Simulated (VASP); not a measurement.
SiGe4:

```
Si Ge
1.0
     2.43361   -3.78258    0.00000
     2.43361    3.78258    0.00000
     0.00000    0.00000    3.65465
Si Ge
1 4
Direct
  0.00000 0.00000 0.00000
  0.50000 0.50000 0.78504
  0.50000 0.50000 0.21496
  0.63232 0.36768 0.00000
  0.36768 0.63232 0.00000
```

- Program: VASP 6.6.1
- Task: relaxation of cell and atoms
- Functional: PBE
- Potentials or basis: VASP PAW PBE potentials, release 64 (Si, Ge_d)
- Cutoff: 600 eV
- k mesh: 4 × 4 × 6
- Occupations: gaussian, width 0.1 eV
- Spin: no spin polarisation

At the start: pressure 676.9 GPa; volume 13.46 Å³/atom.

**Question.** How do energy, volume and symmetry change on relaxing?

**Answer.** Over 51 steps the energy falls by 32998.5 meV/atom and the volume is 26.40 Å³/atom (+96.2 %); space group Cmmm (No. 65, to 0.05 Å).

Step by step:
```
step  energy change (eV)  largest force (eV/Å)  pressure (GPa)  volume (Å³)
   1              0.0000              224.4378          676.93        67.28
   3            590.6732                5.1910         -524.16       563.72
   5            -59.5582              166.8918          407.25        76.39
   7           -160.0186                6.7998           35.08        97.04
   9            130.8642             1675.1622          475.95       146.53
  11           -156.7357               21.0762           -3.47       181.35
  13           -163.6029                5.7198            5.24       130.15
  15           -164.6731                0.2364           -2.16       135.59
  17           -164.7521                0.4222           -0.36       129.79
  19           -164.8044                0.2997            0.91       125.93
  21           -164.8232                0.2911            0.07       127.68
  23           -164.8432                0.3082           -0.37       128.32
  25           -164.8783                0.1126            0.36       126.93
  27           -164.8821                0.1466           -0.01       127.86
  29           -164.8872                0.1754           -0.40       128.74
  31           -164.8952                0.4531           -0.68       129.88
  33           -164.9010                0.2164           -0.47       129.26
  35           -164.9053                0.6525            0.76       127.52
  37           -164.9154                0.4841            0.36       128.16
  39           -164.9185                0.4415            1.71       126.94
  41           -164.9451                0.3998            0.91       128.14
  43           -164.9539                0.4062            0.16       133.57
  45           -164.9834                0.1448            0.21       131.85
  47           -164.9877                0.1794           -0.28       132.87
  49           -164.9914                0.0984            0.02       132.13
  51           -164.9925                0.0163            0.00       132.02
```

Final structure:
```yaml
crystal:
  lattice:
    - [2.36579, -5.11938, 0.00000]
    - [2.36579, 5.11938, 0.00000]
    - [0.00000, 0.00000, 5.45029]
  atoms:
    - { symbol: Si, position: [0.00000, 0.00000, 0.00000] }
    - { symbol: Ge, position: [0.50000, 0.50000, 0.72738] }
    - { symbol: Ge, position: [0.50000, 0.50000, 0.27262] }
    - { symbol: Ge, position: [0.69934, 0.30066, 0.00000] }
    - { symbol: Ge, position: [0.30066, 0.69934, 0.00000] }
```

Caveat: the k points lie up to 0.37 Å⁻¹ apart in the final cell; the volume moved by over 15 % at a fixed basis, so the end points are rough.
